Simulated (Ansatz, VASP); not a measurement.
# Two plane-wave programs on CaSe

The input INCAR:

```
SYSTEM = CaSe
PREC = Accurate
ENCUT = 520
EDIFF = 1E-6
ISMEAR = -1
SIGMA = 0.02
LREAL = .FALSE.
LASPH = .TRUE.
NELM = 60
ALGO = Normal
ISIF = 2
LWAVE = .FALSE.
LCHARG = .TRUE.
GGA = PE
LELF = .TRUE.
LVHAR = .TRUE.
NBANDS = 15
```

The input KPOINTS:

```
regular mesh
0
G
  6 6 6
  0 0 0
```

POSCAR

```
CaSe
1.0
    0.0000000000      3.2795613712      3.4340287118
    3.2795613712      0.0000000000      3.4340287118
    3.2795613712      3.2795613712      0.0000000000
Ca Se
1 1
Direct
    0.0000000000      0.0000000000      0.0000000000
    0.2500000000      0.2500000000      0.2500000000
```

Input for Ansatz:

```yaml
crystal:
  lattice:
    - [0.0, 3.2795613712, 3.4340287118]
    - [3.2795613712, 0.0, 3.4340287118]
    - [3.2795613712, 3.2795613712, 0.0]
  atoms:
    - { symbol: Ca, position: [0.0, 0.0, 0.0] }
    - { symbol: Se, position: [0.25, 0.25, 0.25] }
kpoints:
  mp_grid: { grid: [6, 6, 6] }
  band_path:
    path:
      - [0.0, 0.0, 0.0]
      - [-0.5, -0.5, 0.0]
      - [-0.375, -0.375, 0.25]
      - [-0.375, 0.0, 0.375]
      - [0.0, 0.0, 0.5]
      - [-0.5, -0.25, 0.25]
      - [-0.2625, 0.0, 0.2625]
    npoints: 1
hamiltonian:
  xc: pbe
scf:
  occupations: { method: fermi_dirac, width: 0.02 }
  n_extra_bands: 4
output:
  forces: true
  stress: true
  eigenvalues: true
```

Change from the starting cell: uniaxial_z strain +4.7%.

Alike in both runs: task single point; functional PBE; k mesh 6 × 6 × 6; occupations fermi-dirac, width 0.02 eV; no spin polarisation.

|  | VASP | Ansatz |
| --- | --- | --- |
| version | VASP 6.6.1 | Ansatz 0.2.0 |
| potentials or method | VASP PAW PBE potentials, release 64 (Ca_sv, Se) | plane waves, PAW |
| plane-wave cutoff (eV) | 520 | 420 |
| valence electrons in the cell | 16 | 26 |

```tsv
	VASP	Ansatz	Ansatz less VASP
gap on the k mesh at the Fermi level (eV)	2.99	2.99	+0.002
pressure (GPa)	-0.9	-1.0	-0.09
traceless stress, the component that is largest in VASP (GPa)	-0.26	-0.27	-0.006
```

VASP's potentials hold 16 valence electrons a cell and Ansatz's 26, so a difference there can come from the potentials and not from the codes.
